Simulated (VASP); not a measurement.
Crystal: Ga2O3.

```
Ga O
1.0
     2.99095    0.00000    0.00000
    -1.49547    2.59024    0.00000
     0.00000    0.00000    6.84579
Ga O
2 3
Direct
  0.33333 0.66667 0.20392
  0.66667 0.33333 0.79608
  0.00000 0.00000 0.00000
  0.33333 0.66667 0.69160
  0.66667 0.33333 0.30840
```

Base run:

| Item | Value |
| --- | --- |
| Program | VASP 6.6.1 |
| Functional | r2SCAN |
| Potentials or basis | VASP PAW PBE potentials, release 64 (Ga_d, O) |
| Cutoff | 520 eV |
| k mesh | 12 × 12 × 4 |
| Occupations | gaussian, width 0.01 eV |
| Spin | no spin polarisation |

Its results: band gap on the k mesh 3.09 eV, direct; pressure 1.8 GPa; largest force 0.111 eV/Å.

Problem. The run is repeated on the same cell with these changes: functional from r2SCAN to PBE; further incar settings from ALGO = Normal; EDIFF = 1e-07; NBANDS = 30 to ALGO = Normal; EDIFF = 1e-06; NBANDS = 30. What comes out?

Solution. Band gap on the k mesh 2.49 eV, direct; pressure 9.0 GPa; largest force 0.481 eV/Å.

Caveats: the PAW data sets were made with another functional, which shifts forces and pressure a little (some runs).

A k mesh can miss the band edges.
